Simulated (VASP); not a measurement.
# TePb (F-43m) in VASP: settings compared

Aim: see how the results for TePb move with the level of theory and the settings. Levels: PBE, PBEsol. Tasks: dielectric tensor, vibrations by perturbation theory.

Program: VASP 6.6.1. These are calculated values, not measurements. Logs are shortened: lines on timing, memory, paths and dates and some standing lists are left out, and cuts for length are marked.

## 1. The cell of the first run

It takes space group F-43m (No. 216, cubic). Conventional cell: a = 7.283 Å, b = 7.283 Å, c = 7.283 Å, α = 90.00°, β = 90.00°, γ = 90.00°. Within 4.1 Å of Pb (site symmetry -43m) lie 4 Te at 3.15 Å. Within 4.1 Å of Te (site symmetry -43m) lie 4 Pb at 3.15 Å.

## 2. Dielectric tensor, PBE

Input file INCAR:

```
SYSTEM = TePb
  ALGO = Normal
  EDIFF = 1E-8
  ENCUT = 520
  GGA = PE
  ISIF = 2
  ISMEAR = 0
  LASPH = .True.
  LCHARG = .False.
  LEPSILON = .True.
  LREAL = .False.
  LWAVE = .False.
  NELM = 100
  PREC = Accurate
  SIGMA = 0.01
```

Input file KPOINTS:

```
k-points
0
Gamma
  6 6 6
  0 0 0
```

Input file POSCAR:

```
TePb
1.0
    0.0000000000      3.6414940711      3.6414940711
    3.6414940711      0.0000000000      3.6414940711
    3.6414940711      3.6414940711      0.0000000000
Pb Te
1 1
Direct
    0.0000000000      0.0000000000      0.0000000000
    0.2500000000      0.2500000000      0.2500000000
```

Potentials or basis: VASP PAW PBE potentials, release 64 (Pb_d, Te).

Launch:

```console
> cat potpaw_PBE.64/Pb_d/POTCAR potpaw_PBE.64/Te/POTCAR > POTCAR
> mpirun -np 1 vasp_std > vasp.out
```

OUTCAR:

```text
SYSTEM = TePb
   EDIFF = 1E-8
   ENCUT = 520
   GGA = PE
   ISIF = 2
   ISMEAR = 0
   LASPH = .True.
   LEPSILON = .True.
   LREAL = .False.
   NELM = 100
   PREC = Accurate

 ion  position               nearest neighbor table
   1  0.000  0.000  0.000-   2 3.15   2 3.15   2 3.15   2 3.15
   2  0.250  0.250  0.250-   1 3.15   1 3.15   1 3.15   1 3.15

  LATTYP: Found a face centered cubic cell.
 ALAT       =     7.2829881422

  Lattice vectors:

 A1 = (   0.0000000000,   3.6414940711,   3.6414940711)
 A2 = (   3.6414940711,   0.0000000000,   3.6414940711)
 A3 = (   3.6414940711,   3.6414940711,   0.0000000000)

Analysis of symmetry for initial positions (statically):
=====================================================================
 Subroutine PRICEL returns:
 Original cell was already a primitive cell.

 Routine SETGRP: Setting up the symmetry group for a
 face centered cubic supercell.

 Subroutine GETGRP returns: Found 24 space group operations
 (whereof 24 operations were pure point group operations)
 out of a pool of 48 trial point group operations.

The static configuration has the point symmetry T_d .

Analysis of symmetry for dynamics (positions and initial velocities):
=====================================================================
 Subroutine PRICEL returns:
 Original cell was already a primitive cell.

 Routine SETGRP: Setting up the symmetry group for a
 face centered cubic supercell.

 Subroutine GETGRP returns: Found 24 space group operations
 (whereof 24 operations were pure point group operations)
 out of a pool of 48 trial point group operations.

The dynamic configuration has the point symmetry T_d .

 Subroutine INISYM returns: Found 24 space group operations
 (whereof 24 operations are pure point group operations),
 and found     1 'primitive' translations

----------------------------------------------------------------------------------------

                                     Primitive cell

  volume of cell :      96.5759

  direct lattice vectors                    reciprocal lattice vectors
     0.000000000  3.641494071  3.641494071    -0.137306279  0.137306279  0.137306279
     3.641494071  0.000000000  3.641494071     0.137306279 -0.137306279  0.137306279
     3.641494071  3.641494071  0.000000000     0.137306279  0.137306279 -0.137306279

  length of vectors
     5.149850303  5.149850303  5.149850303     0.237821451  0.237821451  0.237821451

  position of ions in fractional coordinates (direct lattice)
     0.000000000  0.000000000  0.000000000
     0.250000000  0.250000000  0.250000000

  ion indices of the primitive-cell ions
   primitive index   ion index
                 1           1
                 2           2

----------------------------------------------------------------------------------------

 KPOINTS: k-points

Automatic generation of k-mesh.
 Grid dimensions read from file:
 generate k-points for:    6    6    6

 Generating k-lattice:

  Cartesian coordinates                     Fractional coordinates (reciprocal lattice)
    -0.022884380  0.022884380  0.022884380     0.166666667  0.000000000  0.000000000
     0.022884380 -0.022884380  0.022884380     0.000000000  0.166666667  0.000000000
     0.022884380  0.022884380 -0.022884380     0.000000000  0.000000000  0.166666667

  Length of vectors
     0.039636908  0.039636908  0.039636908

  Shift w.r.t. Gamma in fractional coordinates (k-lattice)
     0.000000000  0.000000000  0.000000000

 Subroutine IBZKPT returns following result:
 ===========================================

 Found     16 irreducible k-points:

 Following reciprocal coordinates:
            Coordinates               Weight
  0.000000  0.000000  0.000000      1.000000
  0.166667  0.000000  0.000000      8.000000
  0.333333  0.000000  0.000000      8.000000
  0.500000  0.000000  0.000000      4.000000
  0.166667  0.166667  0.000000      6.000000
  0.333333  0.166667  0.000000     24.000000
[... 8 lines left out ...]
 -0.333333  0.333333  0.166667     24.000000
 -0.333333  0.500000  0.166667     12.000000
   k-points           NKPTS =     16   k-points in BZ     NKDIM =     16   number of bands    NBANDS=     14
   number of dos      NEDOS =    301   number of ions     NIONS =      2
   total plane-waves  NPLWV =  64000
   dimension x,y,z NGX =    40 NGY =   40 NGZ =   40
   dimension x,y,z NGXF=    80 NGYF=   80 NGZF=   80
   ions per type =               1   1
   NGX,Y,Z   is equivalent  to a cutoff of  12.91, 12.91, 12.91 a.u.
   NGXF,Y,Z  is equivalent  to a cutoff of  25.83, 25.83, 25.83 a.u.
 SYSTEM =  TePb
   PREC   = accura    normal or accurate (medium, high low for compatibility)
   ISTART =      0    job   : 0-new  1-cont  2-samecut
   ICHARG =      2    charge: 1-file 2-atom 10-const
   ISPIN  =      1    spin polarized calculation?
   LNONCOLLINEAR =      F non collinear calculations
   LSORBIT =      F    spin-orbit coupling
   LASPH  =      T    aspherical Exc in radial PAW
   ENCUT  =  520.0 eV  38.22 Ry    6.18 a.u.   9.58  9.58  9.58*2*pi/ulx,y,z
   NELM   =    100;   NELMIN=  2; NELMDL= -5     # of ELM steps
   EDIFF  = 0.1E-07   stopping-criterion for ELM
   LREAL  =      F    real-space projection
   EDIFFG = 0.1E-06   stopping-criterion for IOM
   NSW    =      0    number of steps for IOM
   IBRION =     -1    ionic relax: 0-MD 1-quasi-New 2-CG
   NFREE  =      0    steps in history (QN), initial steepest desc. (CG)
   ISIF   =      2    stress and relaxation
   ISYM   =      2    0-nonsym 1-usesym 2-fastsym
   POTIM  = 0.5000    time-step for ionic-motion
   TEBEG  =    0.0;   TEEND  =   0.0 temperature during run
   PSTRESS=    0.0 pullay stress
   NELECT =      20.0000    total number of electrons
   NUPDOWN=      -1.0000    fix difference up-down
   EMIN   =  10.00;   EMAX   =-10.00  energy-range for DOS
   EFERMI =   0.00;   METHOD = LEGACY
   ISMEAR =     0;   SIGMA  =   0.01  broadening in eV -4-tet -1-fermi 0-gaus
   EFERMI_NEDOS =   21; number of points for ismear=-14 and -15
   IALGO  =     38    algorithm
   IMIX   =      4    mixing-type and parameters
     AMIX     =   0.40;   BMIX     =  1.00
     AMIX_MAG =   1.60;   BMIX_MAG =  1.00
  volume/ion in A,a.u.               =      48.29       325.86
  Fermi-wavevector in a.u.,A,eV,Ry     =   0.968565  1.830322 12.763860  0.938117
  Thomas-Fermi vector in A             =   2.098544
   LORBIT       =      0    0 simple, 1 ext, 2 COOP (PROOUT), +10 PAW based schemes
   GGA     = PE    functional components
   LHFCALC =     F    Hartree Fock is set to
   AEXX    =    0.0000 exact exchange contribution
   IVDW    =     0    specifies the selected vdW correction
   LEPSILON=     T    determine dielectric tensor
   LRPA    =     F    only Hartree local field effects (RPA)
 non-spin polarized calculation
 Gauss-broadening in eV      SIGMA  =   0.01
  energy-cutoff  :      520.00
  volume of cell :       96.58
 maximum number of plane-waves:      2637
 NGX is ok and might be reduce to    40
   NGX = 19   NGY = 19   NGZ = 19

--------------------------------------- Ionic step        1  -------------------------------------------

 number of electron      20.0000000 magnetization

 E-fermi :   2.7342     XC(G=0):  -7.4462

 val. band max:        2.6472486716   @ k =  -0.3333   0.5000   0.1667
 cond. band min:       3.3875319246   @ k =   0.5000   0.5000   0.0000
 fundamental gap:      0.7402832529
 Fermi energy:         2.7342208460

 k-point     1 :       0.0000    0.0000    0.0000
  band No.  band energies     occupation
      1     -14.1488      2.00000
      2     -14.1488      2.00000
      3     -14.1488      2.00000
      4     -14.1255      2.00000
      5     -14.1255      2.00000
      6      -8.5869      2.00000
      7      -3.4350      2.00000
      8       1.3423      2.00000
      9       1.3423      2.00000
     10       1.3423      2.00000
     11       4.3201      0.00000
     12       4.3201      0.00000
     13       4.3201      0.00000
     14       6.9057      0.00000
[... 239 lines left out ...]
 k-point    16 :      -0.3333    0.5000    0.1667
  band No.  band energies     occupation
      1     -14.1640      2.00000
      2     -14.1415      2.00000
      3     -14.1389      2.00000
      4     -14.1273      2.00000
      5     -14.1236      2.00000
      6      -7.5147      2.00000
      7      -5.5560      2.00000
      8      -0.0750      2.00000
      9      -0.0208      2.00000
     10       2.6472      2.00000
     11       4.1478      0.00000
     12       6.0872      0.00000
     13       6.6624      0.00000
     14       8.5091      0.00000

  FORCE on cell =-STRESS in cart. coord.  units (eV):
  Direction    XX          YY          ZZ          XY          YZ          ZX
  --------------------------------------------------------------------------------------
  -------------------------------------------------------------------------------------
  Total        0.3166927      0.3166927      0.3166927      0.0000000      0.0000000      0.0000000
  in kB        5.2538752      5.2538752      5.2538752      0.0000000      0.0000000      0.0000000
  external PRESSURE =       5.2538752 kB  Pullay stress =       0.0000000 kB

 VOLUME and BASIS-vectors are now :
 -----------------------------------------------------------------------------
  energy-cutoff  :      520.00
  volume of cell :       96.58
      direct lattice vectors                 reciprocal lattice vectors
     0.000000000  3.641494071  3.641494071    -0.137306279  0.137306279  0.137306279
     3.641494071  0.000000000  3.641494071     0.137306279 -0.137306279  0.137306279
     3.641494071  3.641494071  0.000000000     0.137306279  0.137306279 -0.137306279

 POSITION                                       TOTAL-FORCE (eV/Angst)
 -----------------------------------------------------------------------------------
      0.00000      0.00000      0.00000         0.000000      0.000000      0.000000
      1.82075      1.82075      1.82075        -0.000000     -0.000000     -0.000000
 -----------------------------------------------------------------------------------
    total drift:                                0.000000      0.000000      0.000000

  FREE ENERGIE OF THE ION-ELECTRON SYSTEM (eV)
  ---------------------------------------------------
  free  energy   TOTEN  =        -7.1428376256 eV

  energy  without entropy=       -7.1428376256  energy(sigma->0) =       -7.14283763

 HEAD OF MICROSCOPIC STATIC DIELECTRIC TENSOR (INDEPENDENT PARTICLE, excluding Hartree and local field effects)
 ------------------------------------------------------
          10.130526     0.000000     0.000000
           0.000000    10.130526     0.000000
           0.000000    -0.000000    10.130526
 ------------------------------------------------------

 Free energy of the ion-electron system (eV)
  ---------------------------------------------------
  ---------------------------------------------------
  free energy    TOTEN  =        -2.34213641 eV

  energy without entropy =       -2.34213641

------------------------ aborting loop because EDIFF is reached ----------------------------------------

--------------------------------------- Ionic step        2  -------------------------------------------

------------------------ aborting loop because EDIFF is reached ----------------------------------------

--------------------------------------- Ionic step        3  -------------------------------------------

 Free energy of the ion-electron system (eV)
  ---------------------------------------------------
  ---------------------------------------------------
  free energy    TOTEN  =        -2.34216377 eV

  energy without entropy =       -2.34216377

------------------------ aborting loop because EDIFF is reached ----------------------------------------

 PIEZOELECTRIC TENSOR FIELD DIRECTION 3  (e Angst)
 -----------------------------------------------------------------------------
     0.00255 -4.86379  0.00000           ( -0.00000 -0.03011  0.00000)
    -4.86379  0.00255  0.00000           ( -0.03011 -0.00000  0.00000)
     0.00000  0.00000 -0.00789           (  0.00000  0.00000 -0.00000)

 PIEZOELECTRIC TENSOR FIELD DIRECTION 3  (C/m^2)
 -----------------------------------------------------------------------------
     0.00042 -0.80689  0.00000
    -0.80689  0.00042  0.00000
     0.00000  0.00000 -0.00131

 MACROSCOPIC STATIC DIELECTRIC TENSOR (including local field effects in DFT)
 ------------------------------------------------------
           9.056926    -0.000000     0.000000
          -0.000000     9.056926     0.000000
          -0.000000    -0.000000     9.056926
 ------------------------------------------------------

 PIEZOELECTRIC TENSOR (including local field effects)  for field in x, y, z        (e  Angst)
          XX          YY          ZZ          XY          YZ          ZX
  --------------------------------------------------------------------------------
  x     0.00000     0.00000     0.00000    -0.00000    -4.84775    -0.00000
  y    -0.00000    -0.00000     0.00000     0.00000    -0.00000    -4.84775
  z     0.00000     0.00000     0.00000    -4.84775     0.00000     0.00000

 PIEZOELECTRIC TENSOR (including local field effects)  for field in x, y, z        (C/m^2)
          XX          YY          ZZ          XY          YZ          ZX
  --------------------------------------------------------------------------------
  x     0.00000     0.00000     0.00000    -0.00000    -0.80423    -0.00000
  y    -0.00000    -0.00000     0.00000     0.00000    -0.00000    -0.80423
  z     0.00000     0.00000     0.00000    -0.80423     0.00000     0.00000

 BORN EFFECTIVE CHARGES (including local field effects) (in |e|, cummulative output)
 ---------------------------------------------------------------------------------
 ion    1
    1     2.03896     0.00000     0.00000
    2     0.00000     2.03896     0.00000
    3     0.00000     0.00000     2.03896
 ion    2
    1    -2.03896     0.00000     0.00000
    2    -0.00000    -2.03896    -0.00000
    3     0.00000     0.00000    -2.03896
```

It took 6.6 min on 1 thread of Intel Xeon 6975P-C (Granite Rapids), shared host; peak memory 0.38 GiB.

What came out:

| Property | Result |
| --- | --- |
| Band gap on the k mesh | 0.74 eV, indirect (least direct gap 1.19 eV) |
| Electronic dielectric tensor (diagonal) | 9.06 |
| Born charges (mean of the diagonal) | Pb +2.04; Te -2.04 e |

Levels at points of the mesh, in eV from the valence-band top:
```csv
k point,band 6,band 7,band 8,band 9,band 10,band 11,band 12,band 13,band 14
"(0.00, 0.00, 0.00)",-11.23,-6.08,-1.30,-1.30,-1.30,1.67,1.67,1.67,4.26
"(0.50, 0.00, 0.00)",-10.52,-7.70,-1.86,-1.86,-1.78,2.49,2.49,3.87,5.95
"(0.50, 0.50, 0.00)",-10.16,-8.21,-2.53,-2.53,-0.45,0.74,4.54,4.54,5.81
```

Electronic dielectric tensor:
```
9.06 0.00 0.00
0.00 9.06 0.00
0.00 0.00 9.06
```

Born effective charge tensors (e):
atom 1, Pb
```
2.04 0.00 0.00
0.00 2.04 0.00
0.00 0.00 2.04
```
atom 2, Te
```
-2.04  0.00  0.00
 0.00 -2.04  0.00
 0.00  0.00 -2.04
```

Caveat: spin-orbit coupling is left out, which moves the levels of the heavy elements. A k mesh can miss the band edges.

(Part 1 of 2 ends here.)
